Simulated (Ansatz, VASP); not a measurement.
Two plane-wave programs on Sn

```
Sn
1.0
    -1.87240    1.87240    1.87240
     1.87240   -1.87240    1.87240
     3.74479    3.74479    0.00000
Sn
2
Direct
  0.90654 0.90654 0.00000
  0.59346 0.59346 0.50000
```

Change from the starting cell: mode 5 (36.0 1/cm) frozen in, largest displacement +0.350 Å.

Alike in both runs: task single point; functional PBEsol; k mesh 20 × 20 × 12; occupations gaussian, width 0.15 eV; no spin polarisation.

|  | VASP | Ansatz |
| --- | --- | --- |
| version | VASP 6.6.1 | Ansatz 0.2.0 |
| potentials or method | VASP PAW PBE potentials, release 64 (Sn_d), cutoff 520 eV | scalar-relativistic, plane waves, PAW |
| valence electrons in the cell | 28 | 28 |

Ansatz gave:

| Quantity | Value |
| --- | --- |
| gap on the k mesh at the Fermi level (eV) | none |
| pressure (GPa) | 1.7 |
| traceless stress, the component that is largest in VASP (GPa) | 4.16 |
| rms of the force components (eV/Å) | 0.214 |

Estimate VASP's values.

gap on the k mesh at the Fermi level (eV): none; pressure (GPa): 1.6; traceless stress, the component that is largest in VASP (GPa): 4.16; rms of the force components (eV/Å): 0.214.

VASP's potentials were made for PBE, not for PBEsol. Atom by atom the forces differ by 0.000 eV/Å (rms over components). A gap of «none» marks a metal or a gap that the smearing closes. The functional is the same, so the differences come from potentials, cutoffs and numerics.
